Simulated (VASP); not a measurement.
# SnO (Pmn2_1) in VASP: further runs

SnO is run at these levels: LDA; tasks: single point.

Everything below comes from runs of VASP 6.6.1. Logs are shortened: lines on timing, memory, paths and dates and some standing lists are left out, and cuts for length are marked.

## 1. The cell of the first run

It takes space group Pmn2_1 (No. 31, orthorhombic). The conventional cell has a = 3.355 Å, b = 5.674 Å, c = 4.222 Å, α = 90.00°, β = 90.00°, γ = 90.00°. Sn (site symmetry m) has 3 O at 2.15 to 2.16 Å within 2.8 Å. Within 2.8 Å of O (site symmetry m) lie 3 Sn at 2.15 to 2.16 Å.

## 2. Single point, LDA

INCAR

```
SYSTEM = SnO
ALGO = Normal ; EDIFF = 1E-6
ENCUT = 520 ; ISIF = 2
ISMEAR = 0 ; LASPH = .TRUE.
LCHARG = .FALSE. ; LREAL = .FALSE.
LWAVE = .FALSE. ; NBANDS = 28
NELM = 100 ; PREC = Accurate
SIGMA = 0.01
```

KPOINTS

```
k-points
0
G
  6 4 6
  0 0 0
```

POSCAR

```
SnO
1.0
    3.3550050000      0.0000000000      0.0000000000
    0.0000000000      5.6741040000      0.0000000000
    0.0000000000      0.0000000000      4.2219700000
Sn O
2 2
Direct
    0.0000000000      0.2319090000      0.5131440000
    0.5000000000      0.7680910000      0.0131440000
    0.0000000000      0.8912500000      0.7368570000
    0.5000000000      0.1087500000      0.2368570000
```

Potentials or basis: VASP PAW LDA potentials, release 64 (Sn_d, O).

Command:

```sh
$ cat potpaw_LDA.64/Sn_d/POTCAR potpaw_LDA.64/O/POTCAR > POTCAR
$ mpirun -np 1 vasp_std > vasp.out
```

OUTCAR:

```text
SYSTEM = SnO
   EDIFF = 1E-6
   ENCUT = 520
   ISIF = 2
   ISMEAR = 0
   LASPH = .TRUE.
   LREAL = .FALSE.
   NELM = 100
   PREC = Accurate

 ion  position               nearest neighbor table
   1  0.000  0.232  0.513-   3 2.15   4 2.16   4 2.16
   2  0.500  0.768  0.013-   4 2.15   3 2.16   3 2.16
   3  0.000  0.891  0.737-   1 2.15   2 2.16   2 2.16
   4  0.500  0.109  0.237-   2 2.15   1 2.16   1 2.16

  LATTYP: Found a simple orthorhombic cell.
 ALAT       =     3.3550050000
 B/A-ratio  =     1.2584094510
 C/A-ratio  =     1.6912356315

  Lattice vectors:

 A1 = (  -3.3550050000,   0.0000000000,   0.0000000000)
 A2 = (   0.0000000000,   0.0000000000,   4.2219700000)
 A3 = (   0.0000000000,   5.6741040000,   0.0000000000)

Analysis of symmetry for initial positions (statically):
=====================================================================
 Subroutine PRICEL returns:
 Original cell was already a primitive cell.

 Routine SETGRP: Setting up the symmetry group for a
 simple orthorhombic supercell.

 Subroutine GETGRP returns: Found  4 space group operations
 (whereof  2 operations were pure point group operations)
 out of a pool of  8 trial point group operations.

The static configuration has the point symmetry C_1h.
 The point group associated with its full space group is C_2v.

Analysis of symmetry for dynamics (positions and initial velocities):
=====================================================================
 Subroutine PRICEL returns:
 Original cell was already a primitive cell.

 Routine SETGRP: Setting up the symmetry group for a
 simple orthorhombic supercell.

 Subroutine GETGRP returns: Found  4 space group operations
 (whereof  2 operations were pure point group operations)
 out of a pool of  8 trial point group operations.

The dynamic configuration has the point symmetry C_1h.
 The point group associated with its full space group is C_2v.

 Subroutine INISYM returns: Found  4 space group operations
 (whereof  2 operations are pure point group operations),
 and found     1 'primitive' translations

----------------------------------------------------------------------------------------

                                     Primitive cell

  volume of cell :      80.3722

  direct lattice vectors                    reciprocal lattice vectors
     3.355005000  0.000000000  0.000000000     0.298062149  0.000000000  0.000000000
     0.000000000  5.674104000  0.000000000     0.000000000  0.176239279  0.000000000
     0.000000000  0.000000000  4.221970000     0.000000000  0.000000000  0.236856254

  length of vectors
     3.355005000  5.674104000  4.221970000     0.298062149  0.176239279  0.236856254

  position of ions in fractional coordinates (direct lattice)
     0.000000000  0.231909000  0.513144000
     0.500000000  0.768091000  0.013144000
     0.000000000  0.891250000  0.736857000
     0.500000000  0.108750000  0.236857000

  ion indices of the primitive-cell ions
   primitive index   ion index
                 1           1
                 2           2
                 3           3
                 4           4

----------------------------------------------------------------------------------------

 KPOINTS: k-points

Automatic generation of k-mesh.
 Grid dimensions read from file:
 generate k-points for:    6    4    6

 Generating k-lattice:

  Cartesian coordinates                     Fractional coordinates (reciprocal lattice)
     0.049677025  0.000000000  0.000000000     0.166666667  0.000000000  0.000000000
     0.000000000  0.044059820  0.000000000     0.000000000  0.250000000  0.000000000
     0.000000000  0.000000000  0.039476042     0.000000000  0.000000000  0.166666667

  Length of vectors
     0.049677025  0.044059820  0.039476042

  Shift w.r.t. Gamma in fractional coordinates (k-lattice)
     0.000000000  0.000000000  0.000000000

 Subroutine IBZKPT returns following result:
 ===========================================

 Found     48 irreducible k-points:

 Following reciprocal coordinates:
            Coordinates               Weight
  0.000000  0.000000  0.000000      1.000000
  0.166667  0.000000  0.000000      2.000000
  0.333333  0.000000  0.000000      2.000000
  0.500000  0.000000  0.000000      1.000000
  0.000000  0.250000  0.000000      2.000000
  0.166667  0.250000  0.000000      4.000000
[... 16 lines left out ...]
  0.333333  0.500000  0.166667      4.000000
  0.500000  0.500000  0.166667      2.000000
 [... further k-points ...]
   k-points           NKPTS =     48   k-points in BZ     NKDIM =     48   number of bands    NBANDS=     28
   number of dos      NEDOS =    301   number of ions     NIONS =      4
   total plane-waves  NPLWV =  37632
   dimension x,y,z NGX =    28 NGY =   42 NGZ =   32
   dimension x,y,z NGXF=    56 NGYF=   84 NGZF=   64
   ions per type =               2   2
   NGX,Y,Z   is equivalent  to a cutoff of  13.87, 12.31, 12.60 a.u.
   NGXF,Y,Z  is equivalent  to a cutoff of  27.75, 24.61, 25.20 a.u.
 SYSTEM =  SnO
   PREC   = accura    normal or accurate (medium, high low for compatibility)
   ISTART =      0    job   : 0-new  1-cont  2-samecut
   ICHARG =      2    charge: 1-file 2-atom 10-const
   ISPIN  =      1    spin polarized calculation?
   LNONCOLLINEAR =      F non collinear calculations
   LSORBIT =      F    spin-orbit coupling
   LASPH  =      T    aspherical Exc in radial PAW
   ENCUT  =  520.0 eV  38.22 Ry    6.18 a.u.   6.24 10.55  7.85*2*pi/ulx,y,z
   NELM   =    100;   NELMIN=  2; NELMDL= -5     # of ELM steps
   EDIFF  = 0.1E-05   stopping-criterion for ELM
   LREAL  =      F    real-space projection
   EDIFFG = 0.1E-04   stopping-criterion for IOM
   NSW    =      0    number of steps for IOM
   IBRION =     -1    ionic relax: 0-MD 1-quasi-New 2-CG
   NFREE  =      0    steps in history (QN), initial steepest desc. (CG)
   ISIF   =      2    stress and relaxation
   ISYM   =      2    0-nonsym 1-usesym 2-fastsym
   POTIM  = 0.5000    time-step for ionic-motion
   TEBEG  =    0.0;   TEEND  =   0.0 temperature during run
   PSTRESS=    0.0 pullay stress
   NELECT =      40.0000    total number of electrons
   NUPDOWN=      -1.0000    fix difference up-down
   EMIN   =  10.00;   EMAX   =-10.00  energy-range for DOS
   EFERMI =   0.00;   METHOD = LEGACY
   ISMEAR =     0;   SIGMA  =   0.01  broadening in eV -4-tet -1-fermi 0-gaus
   EFERMI_NEDOS =   21; number of points for ismear=-14 and -15
   IALGO  =     38    algorithm
   IMIX   =      4    mixing-type and parameters
     AMIX     =   0.40;   BMIX     =  1.00
     AMIX_MAG =   1.60;   BMIX_MAG =  1.00
  volume/ion in A,a.u.               =      20.09       135.59
  Fermi-wavevector in a.u.,A,eV,Ry     =   1.297357  2.451650 22.900458  1.683136
  Thomas-Fermi vector in A             =   2.428755
   LORBIT       =      0    0 simple, 1 ext, 2 COOP (PROOUT), +10 PAW based schemes
   GGA     = CA    functional components
   LHFCALC =     F    Hartree Fock is set to
   AEXX    =    0.0000 exact exchange contribution
   IVDW    =     0    specifies the selected vdW correction
   LEPSILON=     F    determine dielectric tensor
   LRPA    =     F    only Hartree local field effects (RPA)
 non-spin polarized calculation
 Gauss-broadening in eV      SIGMA  =   0.01
  energy-cutoff  :      520.00
  volume of cell :       80.37
 maximum number of plane-waves:      2182
 NGX is ok and might be reduce to    28
   NGX = 13   NGY = 21   NGZ = 15

 number of electron      39.9999992 magnetization

 Free energy of the ion-electron system (eV)
  ---------------------------------------------------
  ext. energy  EPLUGINS =         0.00000000
  ---------------------------------------------------
  free energy    TOTEN  =       -25.18290115 eV

  energy without entropy =      -25.18290115  energy(sigma->0) =      -25.18290115

 E-fermi :   4.6290     XC(G=0):  -9.9655

 val. band max:        4.5244870022   @ k =   0.0000   0.0000   0.0000
 cond. band min:       6.1226341526   @ k =   0.3333   0.5000   0.0000
 fundamental gap:      1.5981471504
 Fermi energy:         4.6290430674

 k-point     1 :       0.0000    0.0000    0.0000
  band No.  band energies     occupation
      1     -16.5527      2.00000
      2     -16.2463      2.00000
      3     -16.1601      2.00000
      4     -16.1360      2.00000
      5     -16.1092      2.00000
      6     -16.0759      2.00000
[... 20 lines left out ...]
     27      13.1713      0.00000
     28      13.7415      0.00000

 k-point     2 :       0.1667    0.0000    0.0000
  band No.  band energies     occupation
      1     -16.5410      2.00000
      2     -16.2446      2.00000
      3     -16.1774      2.00000
      4     -16.1434      2.00000
      5     -16.1216      2.00000
      6     -16.0769      2.00000
[... 20 lines left out ...]
     27      13.0982      0.00000
     28      13.9098      0.00000

 k-point     3 :       0.3333    0.0000    0.0000
  band No.  band energies     occupation
      1     -16.5339      2.00000
      2     -16.3972      2.00000
      3     -16.1316      2.00000
      4     -16.1193      2.00000
      5     -16.1024      2.00000
      6     -16.0838      2.00000
[... 20 lines left out ...]
     27      12.6265      0.00000
     28      14.1511      0.00000

 k-point     4 :       0.5000    0.0000    0.0000
  band No.  band energies     occupation
      1     -16.5063      2.00000
      2     -16.5063      2.00000
      3     -16.1206      2.00000
      4     -16.1206      2.00000
      5     -16.0865      2.00000
      6     -16.0865      2.00000
[... 578 lines left out ...]
     27      13.8476      0.00000
     28      14.8334      0.00000

 k-point    23 :       0.3333    0.5000    0.1667
  band No.  band energies     occupation
      1     -16.5322      2.00000
      2     -16.4140      2.00000
      3     -16.1293      2.00000
      4     -16.1286      2.00000
      5     -16.0953      2.00000
      6     -16.0852      2.00000
[... 20 lines left out ...]
     27      13.6938      0.00000
     28      14.2067      0.00000

 k-point    24 :       0.5000    0.5000    0.1667
  band No.  band energies     occupation
      1     -16.5154      2.00000
      2     -16.5154      2.00000
      3     -16.1247      2.00000
      4     -16.1247      2.00000
      5     -16.0800      2.00000
      6     -16.0800      2.00000
[... 20 lines left out ...]
     27      13.6252      0.00000
     28      13.6252      0.00000

 [... further k-points ...]
[... 5 lines left out ...]
  --------------------------------------------------------------------------------------
  -------------------------------------------------------------------------------------
  Total       -3.0747431     -2.4387662     -2.3192030      0.0000000      0.0000000      0.0000000
  in kB      -61.2934131    -48.6155429    -46.2321127      0.0000000      0.0000000      0.0000000
  external PRESSURE =     -52.0470229 kB  Pullay stress =       0.0000000 kB

 VOLUME and BASIS-vectors are now :
 -----------------------------------------------------------------------------
  energy-cutoff  :      520.00
  volume of cell :       80.37
      direct lattice vectors                 reciprocal lattice vectors
     3.355005000  0.000000000  0.000000000     0.298062149  0.000000000  0.000000000
     0.000000000  5.674104000  0.000000000     0.000000000  0.176239279  0.000000000
     0.000000000  0.000000000  4.221970000     0.000000000  0.000000000  0.236856254

 POSITION                                       TOTAL-FORCE (eV/Angst)
 -----------------------------------------------------------------------------------
      0.00000      1.31588      2.16648         0.000000     -0.617535     -0.190839
      1.67750      4.35823      0.05549         0.000000      0.617535     -0.190839
      0.00000      5.05705      3.11099         0.000000      0.176806      0.190839
      1.67750      0.61706      1.00000         0.000000     -0.176806      0.190839
 -----------------------------------------------------------------------------------
    total drift:                                0.000000      0.000000      0.000111

  FREE ENERGIE OF THE ION-ELECTRON SYSTEM (eV)
  ---------------------------------------------------
  free  energy   TOTEN  =       -25.1829011467 eV

  energy  without entropy=      -25.1829011467  energy(sigma->0) =      -25.18290115
```

Run time: 81 s. Hardware: 1 thread of AMD EPYC 7R43 (Zen 3), shared host; peak memory 0.18 GiB.

Results:

- Free energy: -25.1829 eV
- Pressure: -5.2 GPa
- Largest force: 0.646 eV/Å
- Band gap on the k mesh: 1.60 eV, indirect (least direct gap 2.35 eV)

Forces on the atoms (eV/Å):
```
Sn   0.000 -0.618 -0.191
Sn   0.000  0.618 -0.191
O    0.000  0.177  0.191
O    0.000 -0.177  0.191
```

Caveat: spin-orbit coupling is left out, which moves the levels of the heavy elements.

## 3. Single point, LDA

INCAR

```
SYSTEM = SnO
PREC = Accurate
ENCUT = 520
EDIFF = 1E-7
ISMEAR = 0
SIGMA = 0.01
LREAL = .FALSE.
LASPH = .TRUE.
NELM = 60
ALGO = Normal
ISIF = 2
LWAVE = .FALSE.
LCHARG = .TRUE.
GGA = CA
LELF = .TRUE.
LVHAR = .TRUE.
NBANDS = 28
```

KPOINTS

```
Automatic mesh
0
G
  6 4 6
  0 0 0
```

POSCAR is that of step 2.

Potentials or basis: VASP PAW LDA potentials, release 64 (Sn_d, O).

Command:

```sh
$ cat potpaw_LDA.64/Sn_d/POTCAR potpaw_LDA.64/O/POTCAR > POTCAR
$ mpirun -np 1 vasp_std > vasp.out
```

Run time: 91 s. Hardware: 1 thread of AMD EPYC 7R43 (Zen 3), shared host; peak memory 0.18 GiB.

Results (log left out):

| Item | Value |
| --- | --- |
| Free energy | -25.1829 eV |
| Pressure | -5.2 GPa |
| Largest force | 0.647 eV/Å |
| Band gap on the k mesh | 1.60 eV, indirect (least direct gap 2.35 eV) |

Forces in eV/Å, atoms in the order of the input:
```
Sn   0.000 -0.618 -0.191
Sn   0.000  0.618 -0.191
O    0.000  0.177  0.191
O    0.000 -0.177  0.191
```

Stress tensor (GPa, compression positive):
```
-6.12  0.00  0.00
 0.00 -4.85  0.00
 0.00  0.00 -4.61
```

Levels at points of the mesh, in eV from the valence-band top:
```tsv
k point	band 16	band 17	band 18	band 19	band 20	band 21	band 22	band 23	band 24	band 25
(0.00, 0.00, 0.00)	-3.82	-3.49	-2.62	-2.02	0.00	2.59	3.12	5.81	5.81	7.93
(0.50, 0.00, 0.00)	-4.47	-2.56	-2.56	-1.25	-1.25	2.54	2.54	5.46	5.46	6.48
(0.00, 0.50, 0.00)	-4.06	-3.78	-2.65	-1.58	-1.35	3.25	3.86	4.80	4.92	6.81
(0.50, 0.50, 0.00)	-4.32	-2.63	-2.63	-0.90	-0.90	1.85	1.85	6.19	6.19	7.06
(0.00, 0.00, 0.50)	-3.41	-3.19	-3.19	-1.65	-1.65	2.60	2.60	5.16	5.16	7.86
(0.50, 0.00, 0.50)	-4.07	-3.14	-3.14	-1.07	-1.07	2.08	2.08	4.53	4.53	6.78
(0.00, 0.50, 0.50)	-3.18	-2.90	-2.90	-1.50	-1.50	1.88	1.88	5.87	5.87	7.74
(0.50, 0.50, 0.50)	-4.21	-3.42	-3.42	-0.43	-0.43	2.40	2.40	4.09	4.09	6.03
```

Caveat: spin-orbit coupling is left out, which moves the levels of the heavy elements. A k mesh can miss the band edges.
